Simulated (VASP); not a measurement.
# YbSe2 in VASP: notebook

YbSe2 is run at these levels: PBE; tasks: single point.

Everything below comes from runs of VASP 6.6.1. Logs are shortened: lines on timing, memory, paths and dates and some standing lists are left out, and cuts for length are marked.

**1. The cell of the first run**

The typed cell holds 3 atoms: a = 4.784 Å, b = 4.784 Å, c = 4.784 Å, α = 60.00°, β = 60.00°, γ = 60.00°.

**2. Single point, PBE, collinear spin (25.80 Å³/atom)**

File INCAR:

```
SYSTEM = YbSe2
PREC = Accurate ; ENCUT = 520
EDIFF = 1E-7 ; ISMEAR = 0
SIGMA = 0.05 ; LREAL = .False.
LASPH = .True. ; NELM = 150
ALGO = Normal ; ISIF = 2
LWAVE = .False. ; LCHARG = .False.
ISPIN = 2 ; MAGMOM = 0.05 0 0
LORBIT = 11 ; LMAXMIX = 6
GGA = PE ; NBANDS = 29
```

File KPOINTS:

```
Automatic mesh
0
Gamma
  8 8 8
  0 0 0
```

File POSCAR:

```
YbSe2
1.0
    2.3918186281      1.3809171288      3.9061864990
   -2.3918186281      1.3809171288      3.9061864990
    0.0000000000     -2.7618342576      3.9061864990
Yb Se
1 2
Direct
    0.0000000000      0.0000000000      0.0000000000
    0.2500092680      0.2500092680      0.2500092680
    0.7499907320      0.7499907320      0.7499907320
```

Potentials or basis: VASP PAW PBE potentials, release 64 (Yb, Se).

Started as:

```bash
$ cat potpaw_PBE.64/Yb/POTCAR potpaw_PBE.64/Se/POTCAR > POTCAR
$ mpirun -np 1 vasp_std > vasp.out
```

OUTCAR:

```text
SYSTEM = YbSe2
   PREC = Accurate
   ENCUT = 520
   EDIFF = 1E-7
   ISMEAR = 0
   LREAL = .False.
   LASPH = .True.
   NELM = 150
   ISIF = 2
   ISPIN = 2
   LORBIT = 11
   GGA = PE

 ion  position               nearest neighbor table
   1  0.000  0.000  0.000-   3 2.93   3 2.93   2 2.93   2 2.93   3 2.93   2 2.93   3 2.93   2 2.93

   2  0.250  0.250  0.250-   1 2.93   1 2.93   1 2.93   1 2.93
   3  0.750  0.750  0.750-   1 2.93   1 2.93   1 2.93   1 2.93

  LATTYP: Found a trigonal (rhomboedric) cell.
 ALAT       =     4.7839336776
 COS(alpha) =     0.5000619599

  Lattice vectors:

 A1 = (   2.3918186281,   1.3809171288,   3.9061864990)
 A2 = (  -2.3918186281,   1.3809171288,   3.9061864990)
 A3 = (   0.0000000000,  -2.7618342576,   3.9061864990)

Analysis of symmetry for initial positions (statically):
=====================================================================
 Subroutine PRICEL returns:
 Original cell was already a primitive cell.

 Routine SETGRP: Setting up the symmetry group for a
 trigonal (rhombohedral) supercell.

 Subroutine GETGRP returns: Found 12 space group operations
 (whereof 12 operations were pure point group operations)
 out of a pool of 12 trial point group operations.

The static configuration has the point symmetry D_3d.

Analysis of symmetry for dynamics (positions and initial velocities):
=====================================================================
 Subroutine PRICEL returns:
 Original cell was already a primitive cell.

 Routine SETGRP: Setting up the symmetry group for a
 trigonal (rhombohedral) supercell.

 Subroutine GETGRP returns: Found 12 space group operations
 (whereof 12 operations were pure point group operations)
 out of a pool of 12 trial point group operations.

The dynamic configuration has the point symmetry D_3d.

Analysis of structural, dynamic, and magnetic symmetry:
=====================================================================
 Subroutine PRICEL returns:
 Original cell was already a primitive cell.

 Routine SETGRP: Setting up the symmetry group for a
 trigonal (rhombohedral) supercell.

 Subroutine GETGRP returns: Found 12 space group operations
 (whereof 12 operations were pure point group operations)
 out of a pool of 12 trial point group operations.

[... 119 lines left out ...]
   IALGO  =     38    algorithm
   IMIX   =      4    mixing-type and parameters
     AMIX     =   0.40;   BMIX     =  1.00
     AMIX_MAG =   1.60;   BMIX_MAG =  1.00
  volume/ion in A,a.u.               =      25.80       174.13
  Fermi-wavevector in a.u.,A,eV,Ry     =   1.268359  2.396852 21.888173  1.608735
  Thomas-Fermi vector in A             =   2.401458
   LORBIT       =     11    0 simple, 1 ext, 2 COOP (PROOUT), +10 PAW based schemes
   GGA     = PE    functional components
   LHFCALC =     F    Hartree Fock is set to
   AEXX    =    0.0000 exact exchange contribution
   IVDW    =     0    specifies the selected vdW correction
   LEPSILON=     F    determine dielectric tensor
   LRPA    =     F    only Hartree local field effects (RPA)
 spin polarized calculation
 Gauss-broadening in eV      SIGMA  =   0.05
  energy-cutoff  :      520.00
  volume of cell :       77.41
 maximum number of plane-waves:      2120
   NGX = 17   NGY = 17   NGZ = 17

 number of electron      36.0000007 magnetization      -0.0008040

 number of electron      36.0000007 magnetization       0.0000002

 Free energy of the ion-electron system (eV)
  ---------------------------------------------------
  ext. energy  EPLUGINS =         0.00000000
  ---------------------------------------------------
  free energy    TOTEN  =       -13.82340408 eV

  energy without entropy =      -13.81864004  energy(sigma->0) =      -13.82102206

 E-fermi :   2.3818     XC(G=0):  -9.6764

 val. band max:        2.3239545791   @ k =  -0.3750   0.5000   0.1250
 cond. band min:       2.3851882474   @ k =  -0.2500  -0.3750   0.1250
 fundamental gap:      0.0612336683
 Fermi energy:         2.3817973141

 spin component 1

 k-point     1 :       0.0000    0.0000    0.0000
  band No.  band energies     occupation
      1     -48.8904      1.00000
      2     -21.1040      1.00000
      3     -21.1040      1.00000
      4     -21.1039      1.00000
      5     -10.8704      1.00000
      6      -8.5433      1.00000
[... 757 lines left out ...]
     28      12.0582      0.00000
     29      13.4772      0.00000

 [... further k-points ...]

 spin component 2

 k-point     1 :       0.0000    0.0000    0.0000
  band No.  band energies     occupation
      1     -48.8904      1.00000
      2     -21.1040      1.00000
      3     -21.1040      1.00000
      4     -21.1039      1.00000
      5     -10.8704      1.00000
      6      -8.5433      1.00000
[... 757 lines left out ...]
     28      12.0582      0.00000
     29      13.4772      0.00000

 [... further k-points ...]
[... 5 lines left out ...]
  --------------------------------------------------------------------------------------
  -------------------------------------------------------------------------------------
  Total        0.5616194      0.5616194      0.5585412      0.0000000     -0.0000000      0.0000000
  in kB       11.6239187     11.6239187     11.5602095      0.0000000     -0.0000000      0.0000000
  external PRESSURE =      11.6026823 kB  Pullay stress =       0.0000000 kB

 VOLUME and BASIS-vectors are now :
 -----------------------------------------------------------------------------
  energy-cutoff  :      520.00
  volume of cell :       77.41
      direct lattice vectors                 reciprocal lattice vectors
     2.391818628  1.380917129  3.906186499     0.209045951  0.120692736  0.085334721
    -2.391818628  1.380917129  3.906186499    -0.209045951  0.120692736  0.085334721
     0.000000000 -2.761834258  3.906186499     0.000000000 -0.241385472  0.085334721

 POSITION                                       TOTAL-FORCE (eV/Angst)
 -----------------------------------------------------------------------------------
      0.00000      0.00000      0.00000         0.000000     -0.000000     -0.000000
      0.00000      0.00000      2.92975        -0.000000      0.000000     -0.001028
      0.00000      0.00000      8.78881        -0.000000     -0.000000      0.001028
 -----------------------------------------------------------------------------------
    total drift:                               -0.000000      0.000000     -0.000000

  FREE ENERGIE OF THE ION-ELECTRON SYSTEM (eV)
  ---------------------------------------------------
  free  energy   TOTEN  =       -13.8234040766 eV

  energy  without entropy=      -13.8186400360  energy(sigma->0) =      -13.82102206

 total charge

# of ion       s       p       d       f       tot
--------------------------------------------------
    1        2.129   6.031   0.435  13.449  22.044
    2        1.474   2.323   0.020   0.000   3.817
    3        1.474   2.323   0.020   0.000   3.817
--------------------------------------------------
tot          5.076  10.677   0.475  13.449  29.678

 magnetization (x)

# of ion       s       p       d       f       tot
--------------------------------------------------
    1        0.000  -0.000  -0.000   0.000   0.000
    2       -0.000  -0.000  -0.000   0.000  -0.000
    3       -0.000  -0.000  -0.000   0.000  -0.000
--------------------------------------------------
tot         -0.000  -0.000  -0.000   0.000  -0.000
```

Run time: 5.4 min. Hardware: 1 thread of Intel Xeon 6975P-C (Granite Rapids), shared host; peak memory 0.41 GiB.

Results:

| Quantity | Value |
| --- | --- |
| Free energy | -13.8234 eV |
| Pressure | 1.2 GPa |
| Band gap on the k mesh | zero (filled and empty bands overlap) |
| Net moment | 0.00 μB per cell |
| Valence electrons inside the program's atomic spheres | Yb 22.04; Se 3.82 |

Levels at points of the mesh, in eV from the Fermi level:
Spin up:
```tsv
k point	band 14	band 15	band 16	band 17	band 18	band 19	band 20	band 21	band 22	band 23
(0.00, 0.00, 0.00)	-0.48	-0.48	-0.47	0.42	0.42	0.42	3.30	3.30	4.31	6.02
(0.50, 0.00, 0.00)	-0.48	-0.48	-0.47	-0.34	-0.32	-0.32	4.06	4.06	5.49	6.91
(0.50, 0.50, 0.00)	-0.44	-0.43	-0.43	-0.13	-0.13	1.35	2.33	4.92	5.42	6.25
(0.50, 0.50, 0.50)	-0.48	-0.47	-0.47	-0.34	-0.32	-0.32	4.06	4.06	5.49	6.91
```
Spin down:
```csv
k point,band 15,band 16,band 17,band 18,band 19,band 20,band 21,band 22
"(0.00, 0.00, 0.00)",-0.48,-0.47,0.42,0.42,0.42,3.30,3.30,4.31
"(0.50, 0.00, 0.00)",-0.48,-0.47,-0.34,-0.32,-0.32,4.06,4.06,5.49
"(0.50, 0.50, 0.00)",-0.43,-0.43,-0.13,-0.13,1.35,2.33,4.92,5.42
"(0.50, 0.50, 0.50)",-0.47,-0.47,-0.34,-0.32,-0.32,4.06,4.06,5.49
```

Caveat: spin-orbit coupling is left out, which moves the levels of the heavy elements.

**3. Single point, PBE, collinear spin, ferromagnetic start**

This run uses another cell than the first one, of 26.33 Å³/atom.

File INCAR:

```
SYSTEM = YbSe2
PREC = Accurate
ENCUT = 520
EDIFF = 1E-6
ISMEAR = -1
SIGMA = 0.01
LREAL = .False.
LASPH = .True.
NELM = 150
ALGO = Normal
ISIF = 2
LWAVE = .False.
LCHARG = .False.
ISPIN = 2
MAGMOM = 1 0 0
LORBIT = 11
LMAXMIX = 6
GGA = PE
NBANDS = 29
```

File KPOINTS:

```
regular mesh
0
Gamma
  8 8 8
  0 0 0
```

File POSCAR:

```
YbSe2
1.0
    2.4079800550      1.3902479330      3.9325804517
   -2.4079800550      1.3902479330      3.9325804517
    0.0000000000     -2.7804958660      3.9325804517
Yb Se
1 2
Direct
    0.0000000000      0.0000000000      0.0000000000
    0.2500092680      0.2500092680      0.2500092680
    0.7499907320      0.7499907320      0.7499907320
```

Potentials or basis: VASP PAW PBE potentials, release 64 (Yb, Se).

Started as:

```bash
$ cat potpaw_PBE.64/Yb/POTCAR potpaw_PBE.64/Se/POTCAR > POTCAR
$ mpirun -np 1 vasp_std > vasp.out
```

Wall time 5.3 min (1 thread of Intel Xeon 6975P-C (Granite Rapids), shared host); peak memory 0.42 GiB.

It converged, with:

```
Free energy                                           : -13.8274 eV
Pressure                                              : -0.3 GPa
Band gap on the k mesh                                : zero (filled and empty bands overlap)
Net moment                                            : 0.01 μB per cell
Valence electrons inside the program's atomic spheres : Yb 22.02; Se 3.81
```

Levels at points of the mesh, in eV from the Fermi level:
Spin up:
```csv
k point,band 16,band 17,band 18,band 19,band 20,band 21
"(0.00, 0.00, 0.00)",-0.47,0.40,0.40,0.40,3.33,3.33
"(0.50, 0.00, 0.00)",-0.47,-0.35,-0.32,-0.32,4.08,4.08
"(0.50, 0.50, 0.00)",-0.43,-0.12,-0.12,1.30,2.36,4.91
"(0.50, 0.50, 0.50)",-0.47,-0.35,-0.32,-0.32,4.08,4.08
```
Spin down:
```tsv
k point	band 15	band 16	band 17	band 18	band 19	band 20	band 21	band 22
(0.00, 0.00, 0.00)	-0.48	-0.47	0.40	0.40	0.40	3.33	3.33	4.18
(0.50, 0.00, 0.00)	-0.47	-0.47	-0.34	-0.32	-0.32	4.08	4.08	5.44
(0.50, 0.50, 0.00)	-0.43	-0.43	-0.12	-0.12	1.31	2.36	4.91	5.35
(0.50, 0.50, 0.50)	-0.47	-0.47	-0.34	-0.32	-0.32	4.08	4.08	5.44
```

Caveat: spin-orbit coupling is left out, which moves the levels of the heavy elements.

The gap in the log of VASP goes by the Fermi energy; the results here count the filled bands.